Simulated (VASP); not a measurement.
# Si5Ni in VASP: further runs

Si5Ni is run at these levels: PBE; tasks: single point.

Everything below comes from runs of VASP 6.6.1. Logs are shortened: lines on timing, memory, paths and dates and some standing lists are left out, and cuts for length are marked.

**1. The cell of the first run**

The cell holds an amorphous packing of atoms, 24 atoms: a = 7.162 Å, b = 7.140 Å, c = 7.068 Å, α = 93.57°, β = 90.43°, γ = 90.80°.

**2. Single point, PBE**

INCAR reads:

```
PREC     = Accurate       # precision mode
ENCUT    = 520            # plane-wave cutoff, eV
EDIFF    = 1E-7           # SCF threshold, eV
ISMEAR   = -1             # smearing method
SIGMA    = 0.0844         # smearing width, eV
LREAL    = Auto         
LASPH    = True           # aspherical terms in the spheres
NELM     = 100            # most SCF steps
ALGO     = Normal         # electronic algorithm
ISIF     = 2              # what is computed and relaxed
LWAVE    = False          # write WAVECAR
LCHARG   = False          # write CHGCAR
GGA      = PE             # functional
NBANDS   = 78             # bands
ISYM     = 0
```

KPOINTS reads:

```
Automatic mesh
0
Gamma
  1 1 1
  0.25 0.25 0.25
```

POSCAR reads:

```
Si5Ni
1.0
    7.1614510000     -0.0505580000     -0.0272950000
   -0.0505580000      7.1365650000     -0.2213880000
   -0.0272950000     -0.2213880000      7.0643700000
Si Ni
20 4
Direct
    0.6338642701      0.3947594014      0.7109970627
    0.3375792092      0.3532697563      0.8964408588
    0.7780143928      0.9119680204      0.4477623169
    0.4321358303      0.6333401044      0.1620137460
    0.7588035642      0.5040345466      0.0654539249
    0.9020233622      0.2371886874      0.4822979907
    0.8349706764      0.8303190361      0.1194840015
    0.5162427021      0.0841775494      0.5441277487
    0.7314427558      0.7806227843      0.7569785058
    0.8652043221      0.1929845254      0.1182431286
    0.9470823657      0.1783439131      0.8075927245
    0.1891173709      0.1315006222      0.1721698635
    0.0442767523      0.7091881516      0.7396100828
    0.2570328946      0.3340342165      0.5382442992
    0.3823307375      0.7794978088      0.8913351337
    0.5168378674     -0.0335163870      0.2107559434
    0.1856135562      0.9774092973      0.4879475468
    0.4429266944      0.6218675158      0.6056582101
    0.8278827070      0.5779932040      0.4685934935
    0.1040430307      0.5224070560      0.0696907874
    0.1643011476      0.5997554730      0.4318805873
    0.5687030707      0.0973952646      0.8700884712
    0.1906588572      0.7990713866      0.1778938320
    0.2290005499      0.0186432671      0.8100623220
```

Potentials or basis: VASP PAW PBE potentials, release 64 (Si, Ni).

On the command line:

```sh
$ cat potpaw_PBE.64/Si/POTCAR potpaw_PBE.64/Ni/POTCAR > POTCAR
$ mpirun -np 1 vasp_std > vasp.out
```

OUTCAR:

```text
PREC = Accurate
   ENCUT = 520
   EDIFF = 1E-7
   ISMEAR = -1
   LREAL = Auto
   LASPH = True
   NELM = 100
   ISIF = 2
   GGA = PE
   ISYM = 0

 ion  position               nearest neighbor table
   1  0.634  0.395  0.711-  18 2.29  22 2.50   2 2.53   8 2.57  19 2.62   5 2.72   6 2.73   9 2.83
                            11 2.84  14 2.97
   2  0.338  0.353  0.896-  20 2.38  22 2.48   1 2.53  24 2.54  14 2.59   4 2.73  12 2.79  18 2.99
                            15 3.06  11 3.09
   3  0.778  0.912  0.448-   8 2.34   7 2.40  19 2.43   9 2.45   6 2.47  16 2.55  17 2.96
   4  0.432  0.633  0.162-  23 2.11  15 2.26  16 2.45  20 2.54   5 2.61   2 2.73  21 2.73  18 3.14

   5  0.759  0.504  0.065-   7 2.39  10 2.41  20 2.47   4 2.61   1 2.72  19 2.90   9 3.04
   6  0.902  0.237  0.482-  11 2.38   3 2.47  19 2.51  10 2.58  14 2.65   1 2.73  17 2.77   8 3.00
                            12 3.08
   7  0.835  0.830  0.119-   5 2.39   3 2.40  16 2.56  23 2.59  10 2.60   9 2.66  20 2.95  19 3.14

   8  0.516  0.084  0.544-  22 2.33   3 2.34  16 2.45  17 2.50   1 2.57  14 2.59  24 2.85   6 3.00
                             9 3.13
   9  0.731  0.781  0.757-  13 2.31   3 2.45  19 2.53  18 2.54  22 2.64   7 2.66  15 2.68   1 2.83
                             5 3.04   8 3.13
  10  0.865  0.193  0.118-  11 2.27  12 2.40   5 2.41   6 2.58   7 2.60  22 2.79  20 2.93  16 3.05
[... 27 lines left out ...]
  24  0.229  0.019  0.810-  15 2.15  17 2.30  11 2.33  22 2.52   2 2.54  13 2.58  12 2.65   8 2.85
                            14 3.06

IMPORTANT INFORMATION: All symmetrisations will be switched off!
NOSYMM: (Re-)initialisation of all symmetry stuff for point group C_1.

----------------------------------------------------------------------------------------

                                     Primitive cell

  volume of cell :     360.6720

  direct lattice vectors                    reciprocal lattice vectors
     7.161451000 -0.050558000 -0.027295000     0.139645793  0.001007018  0.000571116
    -0.050558000  7.136565000 -0.221388000     0.001007018  0.140267054  0.004399675
    -0.027295000 -0.221388000  7.064370000     0.000571116  0.004399675  0.141695526

  length of vectors
     7.161681475  7.140177082  7.067890857     0.139650591  0.140339651  0.141764965

  position of ions in fractional coordinates (direct lattice)
     0.633864270  0.394759401  0.710997063
     0.337579209  0.353269756  0.896440859
     0.778014393  0.911968020  0.447762317
     0.432135830  0.633340104  0.162013746
     0.758803564  0.504034547  0.065453925
     0.902023362  0.237188687  0.482297991
[... 16 lines left out ...]
     0.190658857  0.799071387  0.177893832
     0.229000550  0.018643267  0.810062322

  ion indices of the primitive-cell ions
[... 81 lines left out ...]
   POTIM  = 0.5000    time-step for ionic-motion
   TEBEG  =    0.0;   TEEND  =   0.0 temperature during run
   PSTRESS=    0.0 pullay stress
   NELECT =     120.0000    total number of electrons
   NUPDOWN=      -1.0000    fix difference up-down
   EMIN   =  10.00;   EMAX   =-10.00  energy-range for DOS
   EFERMI =   0.00;   METHOD = LEGACY
   ISMEAR =    -1;   SIGMA  =   0.08  broadening in eV -4-tet -1-fermi 0-gaus
   EFERMI_NEDOS =   21; number of points for ismear=-14 and -15
   IALGO  =     38    algorithm
   IMIX   =      4    mixing-type and parameters
     AMIX     =   0.40;   BMIX     =  1.00
     AMIX_MAG =   1.60;   BMIX_MAG =  1.00
  volume/ion in A,a.u.               =      15.03       101.41
  Fermi-wavevector in a.u.,A,eV,Ry     =   1.134395  2.143696 17.508696  1.286853
  Thomas-Fermi vector in A             =   2.271099
   LORBIT       =      0    0 simple, 1 ext, 2 COOP (PROOUT), +10 PAW based schemes
   GGA     = PE    functional components
   LHFCALC =     F    Hartree Fock is set to
   AEXX    =    0.0000 exact exchange contribution
   IVDW    =     0    specifies the selected vdW correction
   LEPSILON=     F    determine dielectric tensor
   LRPA    =     F    only Hartree local field effects (RPA)
 non-spin polarized calculation
  energy-cutoff  :      520.00
  volume of cell :      360.67
 maximum number of plane-waves:      9714
 NGX is ok and might be reduce to    54
   NGX = 27   NGY = 27   NGZ = 27

 number of electron     120.0000018 magnetization

 Free energy of the ion-electron system (eV)
  ---------------------------------------------------
  ext. energy  EPLUGINS =         0.00000000
  ---------------------------------------------------
  free energy    TOTEN  =      -122.35432590 eV

  energy without entropy =     -122.14868202  energy(sigma->0) =     -122.25150396

 E-fermi :   8.8193     XC(G=0): -10.9504

 val. band max:        8.6766831491   @ k =   0.2500   0.2500   0.2500
 cond. band min:       8.9338111748   @ k =   0.2500   0.2500   0.2500
 fundamental gap:      0.2571280258
 Fermi energy:         8.8192715843

 k-point     1 :       0.2500    0.2500    0.2500
  band No.  band energies     occupation
      1      -4.2928      2.00000
      2      -3.4110      2.00000
      3      -3.0272      2.00000
      4      -2.5413      2.00000
      5      -1.9380      2.00000
      6      -1.4534      2.00000
[... 64 lines left out ...]
     71      10.7214      0.00000
     72      10.8863      0.00000
 [bands above 72 left out]

------------------------ aborting loop because EDIFF is reached ----------------------------------------

  FORCE on cell =-STRESS in cart. coord.  units (eV):
  Direction    XX          YY          ZZ          XY          YZ          ZX
  --------------------------------------------------------------------------------------
  -------------------------------------------------------------------------------------
  Total        5.3712100     10.4982869      7.6007127      2.6028303      9.4317996      7.9281737
  in kB       23.8599937     46.6354990     33.7638924     11.5622951     41.8979481     35.2185399
  external PRESSURE =      34.7531284 kB  Pullay stress =       0.0000000 kB

 VOLUME and BASIS-vectors are now :
 -----------------------------------------------------------------------------
  energy-cutoff  :      520.00
  volume of cell :      360.67
      direct lattice vectors                 reciprocal lattice vectors
     7.161451000 -0.050558000 -0.027295000     0.139645793  0.001007018  0.000571116
    -0.050558000  7.136565000 -0.221388000     0.001007018  0.140267054  0.004399675
    -0.027295000 -0.221388000  7.064370000     0.000571116  0.004399675  0.141695526

 POSITION                                       TOTAL-FORCE (eV/Angst)
 -----------------------------------------------------------------------------------
      4.50002      2.62777      4.91805         0.946955     -0.890661      0.869127
      2.37523      2.30560      6.24537         0.023329     -0.942906     -0.455039
      5.51338      6.36986      2.94002         0.808309      0.177249      0.363064
      3.05828      4.46216      0.99252         2.044587     -1.941064      0.664728
      5.40687      3.54422      0.33009        -1.140627     -0.508285     -0.320028
      6.43464      1.54033      3.33000         0.632575      0.588812     -0.139005
[... 16 lines left out ...]
      1.32014      5.65360      1.07460        -1.208035      3.053610      0.315262
      1.61692     -0.05787      5.71220        -0.844623      0.811560      0.083767
 -----------------------------------------------------------------------------------
    total drift:                                0.004482      0.011642      0.006357

  FREE ENERGIE OF THE ION-ELECTRON SYSTEM (eV)
  ---------------------------------------------------
  free  energy   TOTEN  =      -122.3543258995 eV

  energy  without entropy=     -122.1486820150  energy(sigma->0) =     -122.25150396
```

stdout:

```text
POSCAR found type information on POSCAR SiNi
 POSCAR found :  2 types and      24 ions
 scaLAPACK will be used
 LDA part: xc-table for (Slater+PW92), standard interpolation
 POSCAR, INCAR and KPOINTS ok, starting setup
 FFT: planning ... GRIDC
 FFT: planning ... GRID_SOFT
 FFT: planning ... GRID
 WAVECAR not read
 entering main loop
```

Run time: 62 s. Hardware: 1 thread of AMD EPYC 9R45 (Zen 5), shared host; peak memory 0.34 GiB.

What came out:

- Free energy: -122.3543 eV
- Pressure: 3.5 GPa
- Largest force: 3.299 eV/Å
- Band gap on the k mesh: 0.26 eV

Forces in eV/Å, atoms in the order of the input:
```
Si   0.947 -0.891  0.869
Si   0.023 -0.943 -0.455
Si   0.808  0.177  0.363
Si   2.045 -1.941  0.665
Si  -1.141 -0.508 -0.320
Si   0.633  0.589 -0.139
Si   0.723  0.694 -0.255
Si  -1.115  0.889  0.492
Si  -0.716  1.174  0.854
Si  -1.291 -0.133  0.763
Si   0.493 -0.243 -0.765
Si   0.348 -0.264 -0.312
Si   1.501  0.161 -0.415
Si  -0.590 -1.616  0.441
Si   0.472  0.560  0.239
Si  -0.203  0.352 -0.863
Si  -0.287 -0.520 -0.410
Si  -0.406 -0.092 -1.259
Si   0.283 -0.641 -0.510
Si  -0.492 -0.607 -0.196
Ni  -0.380  0.217  0.257
Ni   0.399 -0.278  0.555
Ni  -1.208  3.054  0.315
Ni  -0.845  0.812  0.084
```

Caveat: the k points lie up to 0.89 Å⁻¹ apart.

**3. Single point, PBE**

INCAR reads:

```
PREC = Accurate
ENCUT = 520
EDIFF = 1E-6
ISMEAR = -1
SIGMA = 0.0844
LREAL = Auto
LASPH = T
NELM = 80
ALGO = Normal
ISIF = 2
LWAVE = F
LCHARG = F
GGA = PE
NBANDS = 78
ISYM = 0
```

KPOINTS is that of step 2.

POSCAR reads:

```
Si5Ni
1.0
    7.1614510000     -0.0505580000     -0.0272950000
   -0.0505580000      7.1365650000     -0.2213880000
   -0.0272950000     -0.2213880000      7.0643700000
Si Ni
20 4
Direct
    0.7029151535      0.3933346867      0.8011435767
    0.3385808464      0.3310048126      0.8853342984
    0.8120057534      0.8695377650      0.3982166738
    0.4232447323      0.5698303381      0.1461047572
    0.7727047122      0.4710933718      0.0997030725
    0.8346574706      0.2396495784      0.4809076417
    0.9477072255      0.8430692389      0.0966097587
    0.4529391877      0.1168826481      0.5882925711
    0.8173086581      0.7991898739      0.8144885514
    0.7777388257      0.1456530278      0.1356865812
    0.9128221524      0.1248509271      0.7965892185
    0.0898505495      0.1817248652      0.1738289720
    0.1696222542      0.6462965202      0.7425170445
    0.1875682961      0.2971272121      0.5358492089
    0.4432903580      0.7802226469      0.8812119894
    0.5190458731     -0.0475081000      0.3188313514
    0.1452671539      0.9070211122      0.4911680245
    0.4832613914      0.5638320211      0.5649589791
    0.8755574700      0.5896339619      0.5584614374
    0.1006093807      0.5287288581      0.0722724542
    0.2213398533      0.5735173015      0.3880427157
    0.5613985199      0.0829101767      0.9038731962
    0.2731063250      0.8672482312      0.1551649742
    0.2379870568      0.0359749627      0.8038037761
```

Potentials or basis: VASP PAW PBE potentials, release 64 (Si, Ni).

On the command line:

```sh
$ cat potpaw_PBE.64/Si/POTCAR potpaw_PBE.64/Ni/POTCAR > POTCAR
$ mpirun -np 1 vasp_std > vasp.out
```

It took 49 s on 1 thread of AMD EPYC 9R45 (Zen 5), shared host; peak memory 0.34 GiB.

Results (log left out):

```
Free energy            : -123.7388 eV
Pressure               : 4.4 GPa
Largest force          : 2.234 eV/Å
Band gap on the k mesh : 0.22 eV
```

Forces on the atoms (eV/Å):
```
Si  -0.839 -0.522 -2.004
Si   0.571  0.467 -0.258
Si   0.875 -0.410  0.377
Si   1.466  0.434 -0.210
Si  -0.264  1.006  1.822
Si   0.147  0.197  0.123
Si   0.910 -0.113  1.377
Si   0.039  0.960  0.603
Si  -1.776  0.634 -0.704
Si  -1.459 -0.268  0.522
Si   0.083 -0.262 -0.292
Si   1.479 -0.450  0.090
Si  -0.251 -0.409 -1.031
Si  -0.161 -0.029  0.241
Si   0.868  0.298  0.112
Si   0.044 -0.402 -0.940
Si   0.357  0.029 -0.679
Si   0.200 -0.545  0.723
Si  -0.006 -0.600 -0.853
Si  -0.030  0.030  0.331
Ni  -0.659  0.813  0.719
Ni   0.791  0.192 -0.259
Ni  -1.312  0.151 -0.114
Ni  -1.070 -1.202  0.303
```

Stress tensor (GPa, compression positive):
```
1.32 3.54 7.51
3.54 5.31 4.83
7.51 4.83 6.52
```

Levels at points of the mesh, in eV from the valence-band top:
```
           k point  band 57  band 58  band 59  band 60  band 61  band 62  band 63  band 64
(0.25, 0.25, 0.25)    -0.69    -0.39    -0.34     0.00     0.22     0.55     0.83     1.00
```

Caveat: the k points lie up to 0.89 Å⁻¹ apart. Spin polarisation is off, so any magnetic state and its effect on volume and gap are missing.

**4. Single point, PBE**

INCAR reads:

```
SYSTEM = Si5Ni
  PREC = Accurate
  ENCUT = 520
  EDIFF = 1E-6
  ISMEAR = -1
  SIGMA = 0.05
  LREAL = Auto
  LASPH = .True.
  NELM = 100
  ALGO = Normal
  ISIF = 2
  LWAVE = .False.
  LCHARG = .True.
  GGA = PE
  LELF = .True.
  LVHAR = .True.
  NBANDS = 78
  ISYM = 0
```

KPOINTS is that of step 3.

POSCAR reads:

```
Si5Ni
1.0
    7.1614510000     -0.0505580000     -0.0272950000
   -0.0505580000      7.1365650000     -0.2213880000
   -0.0272950000     -0.2213880000      7.0643700000
Si Ni
20 4
Direct
    0.7139841654      0.3950282266      0.8087114218
    0.3445950630      0.3511799933      0.8801868756
    0.8229351894      0.8804896134      0.4420311862
    0.4524013360      0.6282921422      0.1620738488
    0.7777213520      0.5017420707      0.1290081887
    0.8714087202      0.2199898764      0.4575784139
    0.9178353825      0.8417904625      0.0711440119
    0.4615269239      0.1279134647      0.5916981817
    0.7623592526      0.8227845964      0.7882061998
    0.7787485258      0.1548502106      0.1458689054
    0.9293330170      0.1226103866      0.7854525758
    0.1238807709      0.1531359308      0.1614150707
    0.1522186504      0.6671524294      0.7264522314
    0.1908842145      0.3098270865      0.5616673792
    0.4468604010      0.7934097284      0.8690476925
    0.5321320627      0.9264016688      0.3182882206
    0.1805731793      0.9333956434      0.4614896077
    0.4636834431      0.5470256253      0.6159639357
    0.8407890039      0.5716253743      0.5118526258
    0.1356009507      0.5128149357      0.0928253051
    0.2046997622      0.5833340150      0.4028985502
    0.5652104008      0.1045408388      0.8929552819
    0.2440087930      0.8624643533      0.1548833765
    0.2200267029      0.0085539196      0.8208823100
```

On the command line:

```sh
$ cat potpaw_PBE.64/Si/POTCAR potpaw_PBE.64/Ni/POTCAR > POTCAR
$ mpirun -np 1 vasp_std > vasp.out
```

Wall time 53 s (1 thread of AMD EPYC 9R45 (Zen 5), shared host); peak memory 0.34 GiB.

It converged, with:

* Free energy: -124.7586 eV
* Pressure: 3.1 GPa
* Largest force: 1.618 eV/Å
* Band gap on the k mesh: 0.17 eV

Forces in eV/Å, atoms in the order of the input:
```
Si  -0.001  0.022  0.021
Si   0.504 -0.432 -0.003
Si   1.035 -0.028  0.005
Si   0.856 -1.373 -0.029
Si  -0.101  0.495  0.106
Si   0.262  0.680  0.852
Si   0.524 -0.702  1.042
Si  -0.384 -0.267 -0.432
Si   0.269  0.028 -0.602
Si  -0.802 -0.159 -0.909
Si  -0.728  0.543  0.015
Si  -0.696  0.151 -0.318
Si  -0.900  0.132 -0.350
Si  -0.140 -0.137 -0.473
Si  -0.003  0.040  0.825
Si  -0.654  0.699 -0.507
Si  -0.317 -0.004  0.615
Si   0.492 -0.197 -0.472
Si   0.576 -0.981  0.405
Si  -0.440  0.162  0.317
Ni   0.633  0.764  0.607
Ni   0.250  0.146  0.097
Ni  -0.485  0.167 -0.432
Ni   0.251  0.252 -0.380
```

Stress tensor (GPa, compression positive):
```
-0.48  1.95  7.79
 1.95  5.13  3.54
 7.79  3.54  4.78
```

Levels at points of the mesh, in eV from the valence-band top:
```csv
k point,band 58,band 59,band 60,band 61,band 62,band 63
"(0.25, 0.25, 0.25)",-0.56,-0.41,0.00,0.17,0.51,0.79
```

Caveat: the k points lie up to 0.89 Å⁻¹ apart. Spin polarisation is off, so any magnetic state and its effect on volume and gap are missing.

[end of part 1 of 2]
